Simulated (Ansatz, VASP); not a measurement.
**SiO2 in VASP and in Ansatz**

```
Si O
1.0
     4.35507    0.00000    0.00000
     0.00000    4.35507    0.00000
     0.00000    0.00000    2.84996
Si O
2 4
Cartesian
  2.1775 2.1775 1.4250
  0.0000 0.0000 0.0000
  3.0181 3.0181 0.0000
  0.8406 3.5145 1.4250
  1.3369 1.3369 0.0000
  3.5145 0.8406 1.4250
```

Alike in both runs: task single point; functional PBE; k mesh 6 × 6 × 10; occupations gaussian, width 0.05 eV; no spin polarisation.

|  | VASP | Ansatz |
| --- | --- | --- |
| version | VASP 6.6.1 | Ansatz 0.2.0 |
| potentials or method | VASP PAW PBE potentials, release 64 (Si, O), cutoff 520 eV | scalar-relativistic, plane waves, PAW |
| valence electrons in the cell | 32 | 32 |

```csv
,VASP,Ansatz,Ansatz less VASP
gap on the k mesh at the Fermi level (eV),3.07,3.09,+0.023
least direct gap on the mesh (eV),3.07,3.09,+0.023
pressure (GPa),-27.4,-27.6,-0.23
"traceless stress, the component that is largest in VASP (GPa)",-10.62,-10.95,-0.333
rms of the force components (eV/Å),0.168,0.174,+0.0060
```

Atom by atom the forces differ by 0.006 eV/Å (rms over components).
